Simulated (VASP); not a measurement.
A run of VASP 6.6.1:

INCAR

```
PREC = Accurate
ENCUT = 600
EDIFF = 1E-6
ISMEAR = 0
SIGMA = 0.1
LREAL = False
LASPH = True
NELM = 120
ALGO = Normal
ISIF = 2
LWAVE = False
LCHARG = True
GGA = RE
LELF = True
LVHAR = True
NBANDS = 7
GGA_COMPAT = False
```

The input KPOINTS:

```
regular mesh
0
Gamma
  4 4 4
```

Contents of POSCAR:

```
Mg
1.0
   -1.8359916300      1.8359916300      1.6794040200
    1.8359916300     -1.8359916300      1.6794040200
    1.8359916300      1.8359916300     -1.6794040200
Mg
1
Direct
    0.0000000000      0.0000000000      0.0000000000
```

Potentials or basis: VASP PAW PBE potentials, release 64 (Mg).

Launch:

```console
$ cat potpaw_PBE.64/Mg/POTCAR > POTCAR
$ mpirun -np 1 vasp_std > vasp.out
```

Hardware: 1 thread of Intel(R) Xeon(R) 6975P-C (Granite Rapids), on a shared host.

Task: Estimate the wall time of this run.

Result: It took 2.5 s on 1 thread of Intel(R) Xeon(R) 6975P-C (Granite Rapids), on a shared host, peak memory 0.14 GiB. Counts: scf iterations 9, k points 13.
